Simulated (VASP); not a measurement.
# NbCd3 (Pm-3m) in VASP: density of states with PBE

Aim: the density of states of NbCd3 with PBE.

Everything below comes from runs of VASP 6.6.1. Logs are shortened: lines on timing, memory, paths and dates and some standing lists are left out, and cuts for length are marked.

**1. The cell of the first run**

The structure is cubic, space group Pm-3m (No. 221). The conventional cell has a = 4.230 Å, b = 4.230 Å, c = 4.230 Å, α = 90.00°, β = 90.00°, γ = 90.00°. Within 3.9 Å of Cd (site symmetry 4/mmm) lie 8 Cd at 2.99 Å and 4 Nb at 2.99 Å. Within 3.9 Å of Nb (site symmetry m-3m) lie 12 Cd at 2.99 Å.

**2. Density of states, PBE**

Input file POSCAR:

```
NbCd3
1.0
    4.2298580000      0.0000000000      0.0000000000
    0.0000000000      4.2298580000      0.0000000000
    0.0000000000      0.0000000000      4.2298580000
Cd Nb
3 1
Direct
    0.0000000000      0.5000000000      0.5000000000
    0.5000000000      0.0000000000      0.5000000000
    0.5000000000      0.5000000000      0.0000000000
    0.0000000000      0.0000000000      0.0000000000
```

Input file INCAR.step1:

```
PREC = Accurate ; ENCUT = 520
EDIFF = 1E-6 ; ISMEAR = -1
SIGMA = 0.1 ; LREAL = False
LASPH = True ; NELM = 80
ALGO = Normal ; ISIF = 2
LWAVE = False ; LCHARG = True
LMAXMIX = 4 ; GGA = PE
NBANDS = 32
```

Input file KPOINTS.step1:

```
regular mesh
0
Gamma
  8 8 8
```

Input file INCAR.step2:

```
PREC = Accurate ; ENCUT = 520
EDIFF = 1E-6 ; ISMEAR = -5
SIGMA = 0.1 ; LREAL = False
LASPH = True ; NELM = 80
ALGO = Normal ; ISIF = 2
LWAVE = False ; LCHARG = False
LMAXMIX = 4 ; GGA = PE
LORBIT = 11 ; NBANDS = 32
NEDOS = 1001 ; ICHARG = 11
```

Input file KPOINTS.step2:

```
regular mesh
0
Gamma
  12 12 12
```

Potentials or basis: VASP PAW PBE potentials, release 64 (Cd, Nb_sv).

Launch:

```bash
$ cat potpaw_PBE.64/Cd/POTCAR potpaw_PBE.64/Nb_sv/POTCAR > POTCAR
$ cp INCAR.step1 INCAR
$ cp KPOINTS.step1 KPOINTS
$ mpirun -np 1 vasp_std > vasp.out
$ cp INCAR.step2 INCAR
$ cp KPOINTS.step2 KPOINTS
$ mpirun -np 1 vasp_std > vasp.out
```

OUTCAR:

```text
PREC = Accurate
   ENCUT = 520
   EDIFF = 1E-6
   ISMEAR = -5
   LREAL = False
   LASPH = True
   NELM = 80
   ISIF = 2
   GGA = PE
   LORBIT = 11
   ICHARG = 11

 ion  position               nearest neighbor table
   1  0.000  0.500  0.500-   2 2.99   3 2.99   4 2.99   3 2.99   4 2.99   2 2.99   4 2.99   4 2.99
                             2 2.99   3 2.99   3 2.99   2 2.99
   2  0.500  0.000  0.500-   1 2.99   3 2.99   4 2.99   3 2.99   4 2.99   1 2.99   3 2.99   3 2.99
                             1 2.99   4 2.99   4 2.99   1 2.99
   3  0.500  0.500  0.000-   1 2.99   2 2.99   4 2.99   1 2.99   2 2.99   2 2.99   4 2.99   2 2.99
                             1 2.99   4 2.99   1 2.99   4 2.99
   4  0.000  0.000  0.000-   1 2.99   2 2.99   3 2.99   1 2.99   2 2.99   1 2.99   3 2.99   1 2.99
                             2 2.99   3 2.99   2 2.99   3 2.99

  LATTYP: Found a simple cubic cell.
 ALAT       =     4.2298580000

  Lattice vectors:

 A1 = (   4.2298580000,   0.0000000000,   0.0000000000)
 A2 = (   0.0000000000,   4.2298580000,   0.0000000000)
 A3 = (   0.0000000000,   0.0000000000,   4.2298580000)

Analysis of symmetry for initial positions (statically):
=====================================================================
 Subroutine PRICEL returns:
 Original cell was already a primitive cell.

 Routine SETGRP: Setting up the symmetry group for a
 simple cubic supercell.

 Subroutine GETGRP returns: Found 48 space group operations
 (whereof 48 operations were pure point group operations)
 out of a pool of 48 trial point group operations.

The static configuration has the point symmetry O_h .

Analysis of symmetry for dynamics (positions and initial velocities):
=====================================================================
 Subroutine PRICEL returns:
 Original cell was already a primitive cell.

 Routine SETGRP: Setting up the symmetry group for a
 simple cubic supercell.

 Subroutine GETGRP returns: Found 48 space group operations
 (whereof 48 operations were pure point group operations)
 out of a pool of 48 trial point group operations.

The dynamic configuration has the point symmetry O_h .

 Subroutine INISYM returns: Found 48 space group operations
 (whereof 48 operations are pure point group operations),
 and found     1 'primitive' translations

----------------------------------------------------------------------------------------

                                     Primitive cell

  volume of cell :      75.6793
[... 99 lines left out ...]
   IBRION =     -1    ionic relax: 0-MD 1-quasi-New 2-CG
   NFREE  =      0    steps in history (QN), initial steepest desc. (CG)
   ISIF   =      2    stress and relaxation
   ISYM   =      2    0-nonsym 1-usesym 2-fastsym
   POTIM  = 0.5000    time-step for ionic-motion
   TEBEG  =    0.0;   TEEND  =   0.0 temperature during run
   PSTRESS=    0.0 pullay stress
   NELECT =      49.0000    total number of electrons
   NUPDOWN=      -1.0000    fix difference up-down
   EMIN   =  10.00;   EMAX   =-10.00  energy-range for DOS
   EFERMI =   0.00;   METHOD = LEGACY
   ISMEAR =    -5;   SIGMA  =   0.10  broadening in eV -4-tet -1-fermi 0-gaus
   EFERMI_NEDOS =   21; number of points for ismear=-14 and -15
   IALGO  =     38    algorithm
   IMIX   =      4    mixing-type and parameters
     AMIX     =   0.40;   BMIX     =  1.00
     AMIX_MAG =   1.60;   BMIX_MAG =  1.00
  volume/ion in A,a.u.               =      18.92       127.68
  Fermi-wavevector in a.u.,A,eV,Ry     =   1.416275  2.676373 27.291059  2.005836
  Thomas-Fermi vector in A             =   2.537627
   LORBIT       =     11    0 simple, 1 ext, 2 COOP (PROOUT), +10 PAW based schemes
   GGA     = PE    functional components
   LHFCALC =     F    Hartree Fock is set to
   AEXX    =    0.0000 exact exchange contribution
   IVDW    =     0    specifies the selected vdW correction
   LEPSILON=     F    determine dielectric tensor
   LRPA    =     F    only Hartree local field effects (RPA)
 non-spin polarized calculation
 Fermi weights with tetrahedron method with Bloechl corrections
  energy-cutoff  :      520.00
  volume of cell :       75.68
 maximum number of plane-waves:      2064
 NGX is ok and might be reduce to    32

 number of electron      49.0000031 magnetization

 Free energy of the ion-electron system (eV)
  ---------------------------------------------------
  ext. energy  EPLUGINS =         0.00000000
  ---------------------------------------------------
  free energy    TOTEN  =       -11.79282937 eV

  energy without entropy =      -11.79282937  energy(sigma->0) =      -11.79282937

 E-fermi :   5.1629     XC(G=0): -11.8960

 val. band max:        5.2624911222   @ k =   0.0833   0.0000   0.0000
 cond. band min:       5.1757103050   @ k =   0.4167   0.4167   0.3333
 fundamental gap:     -0.0867808173
 Fermi energy:         5.1629261982

 k-point     1 :       0.0000    0.0000    0.0000
  band No.  band energies     occupation
      1     -49.7241      2.00000
      2     -25.7886      2.00000
      3     -25.7886      2.00000
      4     -25.7886      2.00000
      5      -4.5115      2.00000
      6      -4.2850      2.00000
[... 829 lines left out ...]
     31      12.0339      0.00000
     32      12.3123      0.00000

 [... further k-points ...]
[... 5 lines left out ...]
  --------------------------------------------------------------------------------------
  -------------------------------------------------------------------------------------
  Total        2.9212284      2.9212284      2.9212284      0.0000000      0.0000000      0.0000000
  in kB       61.8441658     61.8441658     61.8441658      0.0000000      0.0000000      0.0000000
  external PRESSURE =      61.8441658 kB  Pullay stress =       0.0000000 kB

 VOLUME and BASIS-vectors are now :
 -----------------------------------------------------------------------------
  energy-cutoff  :      520.00
  volume of cell :       75.68
      direct lattice vectors                 reciprocal lattice vectors
     4.229858000  0.000000000  0.000000000     0.236414556  0.000000000  0.000000000
     0.000000000  4.229858000  0.000000000     0.000000000  0.236414556  0.000000000
     0.000000000  0.000000000  4.229858000     0.000000000  0.000000000  0.236414556

 POSITION                                       TOTAL-FORCE (eV/Angst)
 -----------------------------------------------------------------------------------
      0.00000      2.11493      2.11493         0.000000      0.000000      0.000000
      2.11493      0.00000      2.11493         0.000000      0.000000      0.000000
      2.11493      2.11493      0.00000         0.000000      0.000000      0.000000
      0.00000      0.00000      0.00000         0.000000      0.000000      0.000000
 -----------------------------------------------------------------------------------
    total drift:                                0.000000     -0.000000     -0.000000

  FREE ENERGIE OF THE ION-ELECTRON SYSTEM (eV)
  ---------------------------------------------------
  free  energy   TOTEN  =       -11.7928293681 eV

  energy  without entropy=      -11.7928293681  energy(sigma->0) =      -11.79282937

 total charge

# of ion       s       p       d       tot
------------------------------------------
    1        0.549   0.421   9.465  10.435
    2        0.549   0.421   9.465  10.435
    3        0.549   0.421   9.465  10.435
    4        2.125   5.968   2.476  10.568
--------------------------------------------------
tot          3.772   7.231  30.871  41.874
```

OUTCAR.step1:

```text
PREC = Accurate
   ENCUT = 520
   EDIFF = 1E-6
   ISMEAR = -1
   LREAL = False
   LASPH = True
[... 1072 lines left out ...]
      2.11493      0.00000      2.11493         0.000000      0.000000      0.000000
      2.11493      2.11493      0.00000         0.000000      0.000000      0.000000
      0.00000      0.00000      0.00000         0.000000      0.000000      0.000000
 -----------------------------------------------------------------------------------
    total drift:                                0.000000     -0.000000     -0.000000

  FREE ENERGIE OF THE ION-ELECTRON SYSTEM (eV)
  ---------------------------------------------------
  free  energy   TOTEN  =       -11.8200439476 eV

  energy  without entropy=      -11.7624638578  energy(sigma->0) =      -11.79125390
```

OSZICAR.step1:

```text
N       E                     dE             d eps       ncg     rms          rms(c)
DAV:   1     0.467118375407E+03    0.46712E+03   -0.26182E+04  2240   0.158E+03
DAV:   2     0.589870625417E+01   -0.46122E+03   -0.44689E+03  2504   0.486E+02
DAV:   3    -0.119015179734E+02   -0.17800E+02   -0.17360E+02  3304   0.951E+01
DAV:   4    -0.125302569383E+02   -0.62874E+00   -0.62592E+00  3136   0.143E+01
DAV:   5    -0.125399515120E+02   -0.96946E-02   -0.96908E-02  3128   0.164E+00    0.100E+01
DAV:   6    -0.119133804988E+02    0.62657E+00   -0.15572E+00  2888   0.110E+01    0.634E+00
DAV:   7    -0.118348347845E+02    0.78546E-01   -0.21961E-01  2672   0.348E+00    0.385E+00
DAV:   8    -0.118218331391E+02    0.13002E-01   -0.75713E-02  2912   0.220E+00    0.725E-01
DAV:   9    -0.118199312747E+02    0.19019E-02   -0.77386E-03  3008   0.679E-01    0.225E-01
DAV:  10    -0.118200505262E+02   -0.11925E-03   -0.89329E-04  2528   0.212E-01    0.410E-02
DAV:  11    -0.118200424517E+02    0.80745E-05   -0.50700E-05  3040   0.607E-02    0.137E-02
DAV:  12    -0.118200437805E+02   -0.13288E-05   -0.68551E-06  2528   0.214E-02    0.700E-03
DAV:  13    -0.118200439476E+02   -0.16715E-06   -0.52970E-07  1528   0.564E-03
   1 F= -.11820044E+02 E0= -.11791254E+02  d E =-.575801E-01
```

It used 120 s of CPU time on 1 thread of AMD EPYC 7R13 Processor (Zen 3) (shared host).

Results:

* Valence electrons inside the program's atomic spheres: Cd 10.44; Nb 10.57

Levels at points of the mesh, in eV from the Fermi level:
```tsv
k point	band 20	band 21	band 22	band 23	band 24	band 25	band 26	band 27	band 28	band 29
(0.00, 0.00, 0.00)	-7.57	-0.92	-0.92	0.24	0.24	0.24	1.26	1.26	1.26	5.50
(0.50, 0.00, 0.00)	-6.15	-5.88	-0.88	-0.88	-0.79	1.06	1.18	3.26	4.24	4.24
(0.50, 0.50, 0.00)	-5.19	-3.17	-3.17	-3.14	-0.31	-0.31	1.16	1.83	2.18	5.62
(0.50, 0.50, 0.50)	-2.40	-2.40	-2.40	-2.33	-1.18	-1.18	-1.18	1.54	1.54	3.72
```

Caveat: tetrahedron occupations give inexact forces and stress in metals.
